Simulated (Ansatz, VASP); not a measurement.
**Two plane-wave programs on WS2**

INCAR

```
SYSTEM = WS2
  PREC = Accurate
  ENCUT = 520
  EDIFF = 1E-8
  ISMEAR = -1
  SIGMA = 0.03
  LREAL = .FALSE.
  LASPH = .TRUE.
  NELM = 100
  ALGO = Normal
  ISIF = 2
  LWAVE = .FALSE.
  LCHARG = .FALSE.
  GGA = PS
  LEFG = .TRUE.
  NBANDS = 20
```

The input KPOINTS:

```
regular mesh
0
G
  15 15 15
  0 0 0
```

File POSCAR:

```
WS2
1.0
    1.5790003843      0.9116362969      6.0400634000
   -1.5790003843      0.9116362969      6.0400634000
    0.0000000000     -1.8232725938      6.0400634000
W S
1 2
Direct
    0.0000000000      0.0000000000      0.0000000000
    0.7503000000      0.7503000000      0.7503000000
    0.5810000000      0.5810000000      0.5810000000
```

Input for Ansatz:

```yaml
crystal:
  lattice:
    - [1.5790003843, 0.9116362969, 6.0400634]
    - [-1.5790003843, 0.9116362969, 6.0400634]
    - [0.0, -1.8232725938, 6.0400634]
  atoms:
    - { symbol: W, position: [0.0, 0.0, 0.0] }
    - { symbol: S, position: [0.7503, 0.7503, 0.7503] }
    - { symbol: S, position: [0.581, 0.581, 0.581] }
kpoints:
  mp_grid: { grid: [15, 15, 15] }
scf:
  occupations: { method: fermi_dirac, width: 0.03 }
hamiltonian:
  xc: pbesol
  pseudopotentials: { kind: paw }
output:
  forces: true
  stress: true
  eigenvalues: true
  efg: { contact_densities: true }
```

Change from the starting cell: zz strain of -2 %, PAW files.

Alike in both runs: task electric field gradients; functional PBEsol; k mesh 15 × 15 × 15; occupations fermi-dirac, width 0.03 eV; no spin polarisation.

|  | VASP | Ansatz |
| --- | --- | --- |
| version | VASP 6.6.1 | Ansatz 0.2.0 |
| potentials or method | VASP PAW PBE potentials, release 64 (W_sv, S) | PAW with Ansatz's default frozen-core files, scalar-relativistic |
| plane-wave cutoff (eV) | 520 | 420 |
| valence electrons in the cell | 26 | 26 |

Ansatz gave:

```
pressure (GPa)                                                : 3.1
traceless stress, the component that is largest in VASP (GPa) : 3.40
rms of the force components (eV/Å)                            : 0.370
size of Vzz on the site where it differs most (V/Å²)          : 191.2
```

Problem. Estimate VASP's values.

Solution. Pressure (GPa): 3.2; traceless stress, the component that is largest in VASP (GPa): 3.43; rms of the force components (eV/Å): 0.378; size of Vzz on the site where it differs most (V/Å²): 168.8.

VASP's potentials were made for PBE, not for PBEsol. Atom by atom the forces differ by 0.010 eV/Å (rms over components). With one functional, cell and mesh, what is left measures potentials, basis and numerics.

Neither program's run includes spin-orbit coupling.
